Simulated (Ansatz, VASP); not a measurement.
## MnO in VASP and in Ansatz

File INCAR:

```
  PREC = Accurate
  ENCUT = 520
  EDIFF = 1E-6
  ISMEAR = 0
  SIGMA = 0.05
  LREAL = False
  LASPH = True
  NELM = 150
  ALGO = Normal
  ISIF = 2
  LWAVE = False
  LCHARG = False
  ISPIN = 2
  MAGMOM = 4.21 -4.21 0 0
  LORBIT = 11
  LMAXMIX = 4
  GGA = PE
  NBANDS = 31
```

File KPOINTS:

```
Automatic mesh
0
Gamma
  10 10 6
```

POSCAR

```
MnO
1.0
    3.3980152691      0.0000000000      0.0000000000
   -1.6990076346      2.9427675455      0.0000000000
    0.0000000000      0.0000000000      5.3024085056
Mn O
2 2
Direct
    0.3333333333      0.6666666667     -0.0020889673
    0.6666666667      0.3333333333      0.4979110327
    0.3333333333      0.6666666667      0.3885189673
    0.6666666667      0.3333333333      0.8885189673
```

Input for Ansatz:

```yaml
crystal:
  lattice:
    - [3.3980152691, 0.0, 0.0]
    - [-1.6990076346, 2.9427675455, 0.0]
    - [0.0, 0.0, 5.3024085056]
  atoms:
    - { symbol: Mn, position: [0.3333333333, 0.6666666667, -0.0020889673], spin: 4.21 }
    - { symbol: Mn, position: [0.6666666667, 0.3333333333, 0.4979110327], spin: -4.21 }
    - { symbol: O, position: [0.3333333333, 0.6666666667, 0.3885189673] }
    - { symbol: O, position: [0.6666666667, 0.3333333333, 0.8885189673] }
basis:
  ecutwfc: 420
  ecutrho_ratio: 4
kpoints:
  mp_grid: { grid: [10, 10, 6] }
  band_path:
    path:
      - [[0.0, 0.0, 0.0], [0.5, 0.0, 0.0], [0.33333333, 0.33333333, 0.0], [0.0, 0.0, 0.0], [0.0, 0.0, 0.5], [0.5, 0.0, 0.5], [0.33333333, 0.33333333, 0.5], [0.0, 0.0, 0.5]]
      - [[0.5, 0.0, 0.5], [0.5, 0.0, 0.0]]
      - [[0.33333333, 0.33333333, 0.5], [0.33333333, 0.33333333, 0.0]]
    npoints: 6
hamiltonian:
  xc: pbe
scf:
  occupations: { method: gaussian, width: 0.05 }
  lower_state_search: "off"
output:
  forces: true
  stress: true
  eigenvalues: true
  populations: true
  eigenstates:
    nscf_kmesh: { grid: [10, 10, 6] }
    top_band: c46
    exchange_couplings: { magnetic: [{ site: 0 }, { site: 1 }], antisymmetric: true }
    magnetocrystalline_anisotropy: {}
magnetization:
  spin_polarized: true
checkpoint:
  read: start.run
  write: ck
  compress: false
  write_wavefunctions: false
  write_every: 100000
```

Alike in both runs: task single point; functional PBE; k mesh 10 × 10 × 6; occupations gaussian, width 0.05 eV; collinear spin.

|  | VASP | Ansatz |
| --- | --- | --- |
| version | VASP 6.6.1 | Ansatz 0.2.0 |
| potentials or method | VASP PAW PBE potentials, release 64 (Mn_pv, O), cutoff 520 eV | scalar-relativistic, plane waves, PAW |
| valence electrons in the cell | 38 | 42 |

|  | VASP | Ansatz | Ansatz less VASP |
| --- | --- | --- | --- |
| gap on the k mesh at the Fermi level (eV) | none | none | - |
| pressure (GPa) | 0.4 | 0.0 | -0.44 |
| traceless stress, the component that is largest in VASP (GPa) | -3.98 | -3.89 | +0.089 |
| rms of the force components (eV/Å) | 0.312 | 0.311 | -0.0004 |
| net moment per atom (μB) | 0.00 | 0.00 | 0.000 |
| size of the moment on the site where the two differ most (μB) | 4.28 | 3.83 | -0.454 |

Site moments also hang on the region over which each program counts them. Atom by atom the forces differ by 0.000 eV/Å (rms over components). A gap of «none» marks a metal or a gap that the smearing closes. VASP's potentials hold 38 valence electrons a cell and Ansatz's 42, so a difference there can come from the potentials and not from the codes. Ansatz's warnings: stability check not made.
